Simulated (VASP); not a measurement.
Runs of VASP 6.6.1 on SnO2. The structure is that of space group Fm-3m (No. 225), or close to it. The cells are those of the table. 

| level | potentials or basis | cell | smearing | gap on the mesh (eV) | pressure (GPa) |
| --- | --- | --- | --- | --- | --- |
| r2SCAN | VASP PAW PBE potentials, release 64 (Sn_d, O) | a = 3.640 Å, angles 60.0°, 3 atoms | fermi-dirac 0.05 eV | 0.45 | -8.6 |
| LDA | VASP PAW LDA potentials, release 64 (Sn_d, O) | a = 3.566 Å, angles 60.0°, 3 atoms | fermi-dirac 0.05 eV | 0.45 | (b) |
| PBE | VASP PAW PBE potentials, release 64 (Sn_d, O) | a = 3.640 Å, angles 60.0°, 3 atoms | gaussian 0.026 eV | none | 0.1 |
| PBE | VASP PAW PBE potentials, release 64 (Sn_d, O) | a = 3.640 Å, angles 60.0°, 3 atoms | gaussian 0.022 eV | none | 0.1 |
| PBEsol | VASP PAW PBE potentials, release 64 (Sn_d, O) | a = 3.712 Å, angles 60.0°, 3 atoms | fermi-dirac 0.05 eV | none | (a) |
| LDA | VASP PAW LDA potentials, release 64 (Sn_d, O) | a = 3.712 Å, angles 60.0°, 3 atoms | fermi-dirac 0.05 eV | none | -19.9 |
| PBE | VASP PAW PBE potentials, release 64 (Sn_d, O) | a = 3.616 Å, angles 60.0°, 3 atoms | fermi-dirac 0.05 eV | - | 4.1 |
| PBE | VASP PAW PBE potentials, release 64 (Sn_d, O) | a = 3.665 Å, angles 60.0°, 3 atoms | fermi-dirac 0.05 eV | none | -3.5 |

Alike in all rows: task single point; no spin polarisation; k mesh 9 × 9 × 9; cutoff (eV) 520.

Estimate the missing entries.

(a) -15.4; (b) 0.5.

Caveats: spin-orbit coupling is left out, which moves the levels of the heavy elements; the PAW data sets were made with another functional, which shifts forces and pressure a little (some runs).

A k mesh can miss the band edges, and the runs leave out spin-orbit coupling on Sn.

A gap of «none» marks levels without a gap at the run's occupations.
